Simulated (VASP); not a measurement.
The system is BeS.

```xyz
2
Lattice="0.0000 2.4343 2.4343 2.4343 0.0000 2.4343 2.4343 2.4343 0.0000" Properties=species:S:1:pos:R:3 pbc="T T T"
Be    0.0000    0.0000    0.0000
S     1.2172    1.2172    1.2172
```

Base run:

```yaml
Program: VASP 6.6.1
Functional: PBE
Potentials_or_basis: VASP PAW PBE potentials, release 64 (Be, S)
Cutoff: 520 eV
k_mesh: 10 × 10 × 10
Occupations: fermi-dirac, width 0.02 eV
Spin: no spin polarisation
```

Its results: band gap on the k mesh 3.14 eV, indirect (least direct gap 5.67 eV); pressure 0.4 GPa.

Q: The run is repeated on the same cell with these changes: functional from PBE to r2SCAN; occupations from fermi-dirac, width 0.02 eV to gaussian, width 0.01 eV. What comes out?

A: Band gap on the k mesh 3.60 eV, indirect (least direct gap 6.26 eV); pressure 0.3 GPa.

Caveats: the PAW data sets were made with another functional, which shifts forces and pressure a little (some runs).

A k mesh can miss the band edges.
